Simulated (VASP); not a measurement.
# H2Pb (P4_2/mnm) in VASP: notebook

Runs on H2Pb. Level: PBEsol. Tasks: single point, relaxation of cell and atoms.

Program: VASP 6.6.1. These are calculated values, not measurements. Logs are shortened: lines on timing, memory, paths and dates and some standing lists are left out, and cuts for length are marked.

## 1. The cell of the first run

Symmetry: P4_2/mnm, No. 136, tetragonal system. Conventional cell: a = 4.958 Å, b = 4.958 Å, c = 3.758 Å, α = 90.00°, β = 90.00°, γ = 90.00°. Pb (site symmetry mmm) has 6 H at 2.21 to 2.28 Å within 2.9 Å. Within 2.9 Å of H (site symmetry m2m) lie 3 Pb at 2.21 to 2.28 Å and 1 H at 2.59 Å.

## 2. Single point, PBEsol

Input file INCAR:

```
SYSTEM = H2Pb
PREC = Accurate
ENCUT = 520
EDIFF = 1E-7
ISMEAR = -1
SIGMA = 0.03
LREAL = .FALSE.
LASPH = .TRUE.
NELM = 80
ALGO = Normal
ISIF = 2
LWAVE = .FALSE.
LCHARG = .FALSE.
GGA = PS
NBANDS = 25
```

Input file KPOINTS:

```
regular mesh
0
G
  6 6 8
  0 0 0
```

Input file POSCAR:

```
H2Pb
1.0
    4.9584362121      0.0000000000      0.0000000000
    0.0000000000      4.9584362121      0.0000000000
    0.0000000000      0.0000000000      3.7579567566
Pb H
2 4
Direct
    0.0000000000      0.0000000000      0.0000000000
    0.5000000000      0.5000000000      0.5000000000
    0.3151142262      0.3151142262      0.0000000000
    0.1848857738      0.8151142262      0.5000000000
    0.8151142262      0.1848857738      0.5000000000
    0.6848857738      0.6848857738      0.0000000000
```

Potentials or basis: VASP PAW PBE potentials, release 64 (Pb_d, H).

Run with:

```
cat potpaw_PBE.64/Pb_d/POTCAR potpaw_PBE.64/H/POTCAR > POTCAR
mpirun -np 1 vasp_std > vasp.out
```

OUTCAR:

```text
SYSTEM = H2Pb
   PREC = Accurate
   ENCUT = 520
   EDIFF = 1E-7
   ISMEAR = -1
   LREAL = .FALSE.
   LASPH = .TRUE.
   NELM = 80
   ISIF = 2
   GGA = PS

 ion  position               nearest neighbor table
   1  0.000  0.000  0.000-   3 2.21   6 2.21   5 2.28   4 2.28   4 2.28   5 2.28   2 3.98   2 3.98
                             2 3.98   2 3.98   2 3.98   2 3.98   2 3.98   2 3.98
   2  0.500  0.500  0.500-   4 2.21   5 2.21   3 2.28   6 2.28   3 2.28   6 2.28   1 3.98   1 3.98
                             1 3.98   1 3.98   1 3.98   1 3.98   1 3.98   1 3.98
   3  0.315  0.315  0.000-   1 2.21   2 2.28   2 2.28
   4  0.185  0.815  0.500-   2 2.21   1 2.28   1 2.28
   5  0.815  0.185  0.500-   2 2.21   1 2.28   1 2.28
   6  0.685  0.685  0.000-   1 2.21   2 2.28   2 2.28

  LATTYP: Found a simple tetragonal cell.
 ALAT       =     4.9584362121
 C/A-ratio  =     0.7578915198

  Lattice vectors:

 A1 = (   4.9584362121,   0.0000000000,   0.0000000000)
 A2 = (   0.0000000000,   4.9584362121,   0.0000000000)
 A3 = (   0.0000000000,   0.0000000000,   3.7579567566)

Analysis of symmetry for initial positions (statically):
=====================================================================
 Subroutine PRICEL returns:
 Original cell was already a primitive cell.

 Routine SETGRP: Setting up the symmetry group for a
 simple tetragonal supercell.

 Subroutine GETGRP returns: Found 16 space group operations
 (whereof  8 operations were pure point group operations)
 out of a pool of 16 trial point group operations.

The static configuration has the point symmetry D_2h.
 The point group associated with its full space group is D_4h.

Analysis of symmetry for dynamics (positions and initial velocities):
=====================================================================
 Subroutine PRICEL returns:
 Original cell was already a primitive cell.

 Routine SETGRP: Setting up the symmetry group for a
 simple tetragonal supercell.

 Subroutine GETGRP returns: Found 16 space group operations
 (whereof  8 operations were pure point group operations)
 out of a pool of 16 trial point group operations.

The dynamic configuration has the point symmetry D_2h.
 The point group associated with its full space group is D_4h.

 Subroutine INISYM returns: Found 16 space group operations
 (whereof  8 operations are pure point group operations),
 and found     1 'primitive' translations

----------------------------------------------------------------------------------------

                                     Primitive cell

  volume of cell :      92.3935

  direct lattice vectors                    reciprocal lattice vectors
     4.958436212  0.000000000  0.000000000     0.201676488  0.000000000  0.000000000
     0.000000000  4.958436212  0.000000000     0.000000000  0.201676488  0.000000000
     0.000000000  0.000000000  3.757956757     0.000000000  0.000000000  0.266102051

  length of vectors
     4.958436212  4.958436212  3.757956757     0.201676488  0.201676488  0.266102051

  position of ions in fractional coordinates (direct lattice)
     0.000000000  0.000000000  0.000000000
     0.500000000  0.500000000  0.500000000
     0.315114226  0.315114226  0.000000000
     0.184885774  0.815114226  0.500000000
     0.815114226  0.184885774  0.500000000
     0.684885774  0.684885774  0.000000000

  ion indices of the primitive-cell ions
   primitive index   ion index
                 1           1
                 2           2
                 3           3
                 4           4
                 5           5
                 6           6

----------------------------------------------------------------------------------------

 KPOINTS: regular mesh

Automatic generation of k-mesh.
 Grid dimensions read from file:
 generate k-points for:    6    6    8

 Generating k-lattice:

  Cartesian coordinates                     Fractional coordinates (reciprocal lattice)
     0.033612748  0.000000000  0.000000000     0.166666667  0.000000000  0.000000000
     0.000000000  0.033612748  0.000000000     0.000000000  0.166666667  0.000000000
     0.000000000  0.000000000  0.033262756     0.000000000  0.000000000  0.125000000

  Length of vectors
     0.033612748  0.033612748  0.033262756

  Shift w.r.t. Gamma in fractional coordinates (k-lattice)
     0.000000000  0.000000000  0.000000000

 Subroutine IBZKPT returns following result:
 ===========================================

 Found     50 irreducible k-points:

 Following reciprocal coordinates:
            Coordinates               Weight
  0.000000  0.000000  0.000000      1.000000
  0.166667  0.000000  0.000000      4.000000
  0.333333  0.000000  0.000000      4.000000
  0.500000  0.000000  0.000000      2.000000
  0.166667  0.166667  0.000000      4.000000
  0.333333  0.166667  0.000000      8.000000
[... 16 lines left out ...]
  0.333333  0.000000  0.250000      8.000000
  0.500000  0.000000  0.250000      4.000000
 [... further k-points ...]
   k-points           NKPTS =     50   k-points in BZ     NKDIM =     50   number of bands    NBANDS=     25
   number of dos      NEDOS =    301   number of ions     NIONS =      6
   total plane-waves  NPLWV =  44800
   dimension x,y,z NGX =    40 NGY =   40 NGZ =   28
   dimension x,y,z NGXF=    80 NGYF=   80 NGZF=   56
   ions per type =               2   4
   NGX,Y,Z   is equivalent  to a cutoff of  13.41, 13.41, 12.39 a.u.
   NGXF,Y,Z  is equivalent  to a cutoff of  26.82, 26.82, 24.77 a.u.
 SYSTEM =  H2Pb
   PREC   = accura    normal or accurate (medium, high low for compatibility)
   ISTART =      0    job   : 0-new  1-cont  2-samecut
   ICHARG =      2    charge: 1-file 2-atom 10-const
   ISPIN  =      1    spin polarized calculation?
   LNONCOLLINEAR =      F non collinear calculations
   LSORBIT =      F    spin-orbit coupling
   LASPH  =      T    aspherical Exc in radial PAW
   ENCUT  =  520.0 eV  38.22 Ry    6.18 a.u.   9.22  9.22  6.99*2*pi/ulx,y,z
   NELM   =     80;   NELMIN=  2; NELMDL= -5     # of ELM steps
   EDIFF  = 0.1E-06   stopping-criterion for ELM
   LREAL  =      F    real-space projection
   EDIFFG = 0.1E-05   stopping-criterion for IOM
   NSW    =      0    number of steps for IOM
   IBRION =     -1    ionic relax: 0-MD 1-quasi-New 2-CG
   NFREE  =      0    steps in history (QN), initial steepest desc. (CG)
   ISIF   =      2    stress and relaxation
   ISYM   =      2    0-nonsym 1-usesym 2-fastsym
   POTIM  = 0.5000    time-step for ionic-motion
   TEBEG  =    0.0;   TEEND  =   0.0 temperature during run
   PSTRESS=    0.0 pullay stress
   NELECT =      32.0000    total number of electrons
   NUPDOWN=      -1.0000    fix difference up-down
   EMIN   =  10.00;   EMAX   =-10.00  energy-range for DOS
   EFERMI =   0.00;   METHOD = LEGACY
   ISMEAR =    -1;   SIGMA  =   0.03  broadening in eV -4-tet -1-fermi 0-gaus
   EFERMI_NEDOS =   21; number of points for ismear=-14 and -15
   IALGO  =     38    algorithm
   IMIX   =      4    mixing-type and parameters
     AMIX     =   0.40;   BMIX     =  1.00
     AMIX_MAG =   1.60;   BMIX_MAG =  1.00
  volume/ion in A,a.u.               =      15.40       103.92
  Fermi-wavevector in a.u.,A,eV,Ry     =   1.149682  2.172584 17.983756  1.321769
  Thomas-Fermi vector in A             =   2.286350
   LORBIT       =      0    0 simple, 1 ext, 2 COOP (PROOUT), +10 PAW based schemes
   GGA     = PS    functional components
   LHFCALC =     F    Hartree Fock is set to
   AEXX    =    0.0000 exact exchange contribution
   IVDW    =     0    specifies the selected vdW correction
   LEPSILON=     F    determine dielectric tensor
   LRPA    =     F    only Hartree local field effects (RPA)
 non-spin polarized calculation
  energy-cutoff  :      520.00
  volume of cell :       92.39
 maximum number of plane-waves:      2508
 NGX is ok and might be reduce to    40
   NGX = 19   NGY = 19   NGZ = 13

 number of electron      32.0000005 magnetization

 Free energy of the ion-electron system (eV)
  ---------------------------------------------------
  ext. energy  EPLUGINS =         0.00000000
  ---------------------------------------------------
  free energy    TOTEN  =       -18.49783535 eV

  energy without entropy =      -18.49361076  energy(sigma->0) =      -18.49572306

 E-fermi :   4.4482     XC(G=0):  -9.1659

 val. band max:        4.4274566834   @ k =   0.3333   0.1667   0.0000
 cond. band min:       4.4758306410   @ k =   0.3333   0.3333   0.3750
 fundamental gap:      0.0483739576
 Fermi energy:         4.4481877832

 k-point     1 :       0.0000    0.0000    0.0000
  band No.  band energies     occupation
      1     -12.9425      2.00000
      2     -12.8630      2.00000
      3     -12.8204      2.00000
      4     -12.8178      2.00000
      5     -12.7704      2.00000
      6     -12.7704      2.00000
[... 17 lines left out ...]
     24      10.7481      0.00000
     25      11.3556      0.00000

 k-point     2 :       0.1667    0.0000    0.0000
  band No.  band energies     occupation
      1     -12.9313      2.00000
      2     -12.8577      2.00000
      3     -12.8250      2.00000
      4     -12.8111      2.00000
      5     -12.7669      2.00000
      6     -12.7665      2.00000
[... 17 lines left out ...]
     24      11.5103      0.00000
     25      11.9278      0.00000

 k-point     3 :       0.3333    0.0000    0.0000
  band No.  band energies     occupation
      1     -12.9014      2.00000
      2     -12.8420      2.00000
      3     -12.8394      2.00000
      4     -12.7940      2.00000
      5     -12.7739      2.00000
      6     -12.7579      2.00000
[... 17 lines left out ...]
     24      13.0972      0.00000
     25      13.2800      0.00000

 k-point     4 :       0.5000    0.0000    0.0000
  band No.  band energies     occupation
      1     -12.8655      2.00000
      2     -12.8655      2.00000
      3     -12.8139      2.00000
      4     -12.8139      2.00000
      5     -12.7731      2.00000
      6     -12.7731      2.00000
[... 17 lines left out ...]
     24      12.1668      0.00000
     25      15.2024      0.00000

 k-point     5 :       0.1667    0.1667    0.0000
  band No.  band energies     occupation
      1     -12.9220      2.00000
      2     -12.8536      2.00000
      3     -12.8287      2.00000
      4     -12.8052      2.00000
      5     -12.7725      2.00000
      6     -12.7560      2.00000
[... 17 lines left out ...]
     24      11.2173      0.00000
     25      13.2981      0.00000

 k-point     6 :       0.3333    0.1667    0.0000
  band No.  band energies     occupation
      1     -12.8972      2.00000
      2     -12.8472      2.00000
      3     -12.8345      2.00000
      4     -12.7899      2.00000
      5     -12.7810      2.00000
      6     -12.7700      2.00000
[... 17 lines left out ...]
     24      11.9845      0.00000
     25      14.0109      0.00000
[... 393 lines left out ...]
 k-point    21 :       0.0000    0.0000    0.2500
  band No.  band energies     occupation
      1     -12.8829      2.00000
      2     -12.8050      2.00000
      3     -12.8050      2.00000
      4     -12.8036      2.00000
      5     -12.7981      2.00000
      6     -12.7532      2.00000
[... 17 lines left out ...]
     24      11.9076      0.00000
     25      12.1644      0.00000

 k-point    22 :       0.1667    0.0000    0.2500
  band No.  band energies     occupation
      1     -12.8865      2.00000
      2     -12.8158      2.00000
      3     -12.8007      2.00000
      4     -12.7961      2.00000
      5     -12.7900      2.00000
      6     -12.7687      2.00000
[... 17 lines left out ...]
     24      11.8585      0.00000
     25      12.6895      0.00000

 k-point    23 :       0.3333    0.0000    0.2500
  band No.  band energies     occupation
      1     -12.8859      2.00000
      2     -12.8434      2.00000
      3     -12.7978      2.00000
      4     -12.7853      2.00000
      5     -12.7836      2.00000
      6     -12.7636      2.00000
[... 17 lines left out ...]
     24      12.0101      0.00000
     25      12.6023      0.00000

 k-point    24 :       0.5000    0.0000    0.2500
  band No.  band energies     occupation
      1     -12.8709      2.00000
      2     -12.8709      2.00000
      3     -12.7938      2.00000
      4     -12.7938      2.00000
      5     -12.7682      2.00000
      6     -12.7682      2.00000
[... 17 lines left out ...]
     24      12.0741      0.00000
     25      12.4769      0.00000

 [... further k-points ...]

------------------------ aborting loop because EDIFF is reached ----------------------------------------

  FORCE on cell =-STRESS in cart. coord.  units (eV):
  Direction    XX          YY          ZZ          XY          YZ          ZX
  --------------------------------------------------------------------------------------
  -------------------------------------------------------------------------------------
  Total       -0.0520634     -0.0520634     -0.0665120     -0.0000000      0.0000000      0.0000000
  in kB       -0.9028221     -0.9028221     -1.1533719     -0.0000000      0.0000000      0.0000000
  external PRESSURE =      -0.9863387 kB  Pullay stress =       0.0000000 kB

 VOLUME and BASIS-vectors are now :
 -----------------------------------------------------------------------------
  energy-cutoff  :      520.00
  volume of cell :       92.39
      direct lattice vectors                 reciprocal lattice vectors
     4.958436212  0.000000000  0.000000000     0.201676488  0.000000000  0.000000000
     0.000000000  4.958436212  0.000000000     0.000000000  0.201676488  0.000000000
     0.000000000  0.000000000  3.757956757     0.000000000  0.000000000  0.266102051

 POSITION                                       TOTAL-FORCE (eV/Angst)
 -----------------------------------------------------------------------------------
      0.00000      0.00000      0.00000         0.000000      0.000000     -0.000000
      2.47922      2.47922      1.87898         0.000000      0.000000     -0.000000
      1.56247      1.56247      0.00000         0.000285      0.000285     -0.000000
      0.91674      4.04169      1.87898        -0.000285      0.000285     -0.000000
      4.04169      0.91674      1.87898         0.000285     -0.000285      0.000000
      3.39596      3.39596      0.00000        -0.000285     -0.000285      0.000000
 -----------------------------------------------------------------------------------
    total drift:                               -0.000000      0.000000     -0.000000

  FREE ENERGIE OF THE ION-ELECTRON SYSTEM (eV)
  ---------------------------------------------------
  free  energy   TOTEN  =       -18.4978353536 eV

  energy  without entropy=      -18.4936107633  energy(sigma->0) =      -18.49572306
```

It took 99 s on 1 thread of AMD EPYC 7R43 (Zen 3), shared host; peak memory 0.21 GiB.

Results:

```
Free energy            : -18.4978 eV
Pressure               : -0.1 GPa
Band gap on the k mesh : zero (bands 16 and 17 overlap by 2.26 eV)
```

Caveat: the structure was generated, so it needn't be the stable form of H2Pb; the PAW data sets were made with another functional, which shifts forces and pressure a little; spin-orbit coupling is left out, which moves the levels of the heavy elements.

(Continued in part 2 of 2.)

The gap in the log of VASP goes by the Fermi energy; the results here count the filled bands.